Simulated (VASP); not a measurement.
Here is a VASP 6.6.1 calculation.

The input INCAR:

```
SYSTEM = C10N
ALGO     = Normal         ! electronic algorithm
DIPOL    = 0.5 0.5 0.498
EDIFF    = 1E-6           ! SCF threshold, eV
ENCUT    = 520            ! plane-wave cutoff, eV
GGA      = PE             ! functional
IDIPOL   = 3            
ISIF     = 2              ! what is computed and relaxed
ISMEAR   = 0              ! smearing method
IVDW     = 12             ! dispersion correction
LASPH    = .True.         ! aspherical terms in the spheres
LCHARG   = .False.        ! write CHGCAR
LDIPOL   = .True.       
LREAL    = .False.        ! projectors in reciprocal space
LWAVE    = .False.        ! write WAVECAR
NBANDS   = 34             ! bands
NELM     = 80             ! most SCF steps
PREC     = Accurate       ! precision mode
SIGMA    = 0.1            ! smearing width, eV
```

Contents of KPOINTS:

```
k-points
0
Gamma
  12 12 1
  0 0 0
```

POSCAR

```
C10N
1.0
    2.4655379968      0.0000000000      0.0000000000
   -1.2327689984      2.1341461181      0.0000000000
    0.0000000000      0.0000000000     32.5979680033
C N
10 1
Direct
    0.0833101796      0.1666203592      0.2607524494
    0.4166898204      0.8333796408      0.2607524494
    0.5833101796      0.1666203592      0.3650391026
    0.9166898204      0.8333796408      0.3650391026
    0.0832969998      0.1665939996      0.4693573545
    0.4167030002      0.8334060004      0.4693573545
    0.5831944061      0.1663888122      0.5732889270
    0.9168055939      0.8336111878      0.5732889270
    0.0833295145      0.1666590290      0.6782815273
    0.4166704855      0.8333409710      0.6782815273
    0.7500000000      0.5000000000      0.7790734357
```

Potentials or basis: VASP PAW PBE potentials, release 64 (C, N).

Run with:

```sh
$ cat potpaw_PBE.64/C/POTCAR potpaw_PBE.64/N/POTCAR > POTCAR
$ mpirun -np 1 vasp_std > vasp.out
```

Q: Predict the band gap on the k mesh.

A: Zero (an odd number of electrons rules out a gap without spin polarisation).

Q: Estimate the largest force.

A: 0.012 eV/Å.

Q: Estimate the dispersion energy per atom.

A: -0.138 eV.

Forces in eV/Å, atoms in the order of the input:
```
C    0.000 -0.009  0.001
C    0.000  0.009  0.001
C    0.000 -0.003 -0.001
C    0.000  0.003 -0.001
C    0.000 -0.006  0.000
C    0.000  0.006  0.000
C    0.000  0.003 -0.001
C    0.000 -0.003 -0.001
C    0.000 -0.012  0.000
C    0.000  0.012  0.000
N    0.000  0.000  0.000
```
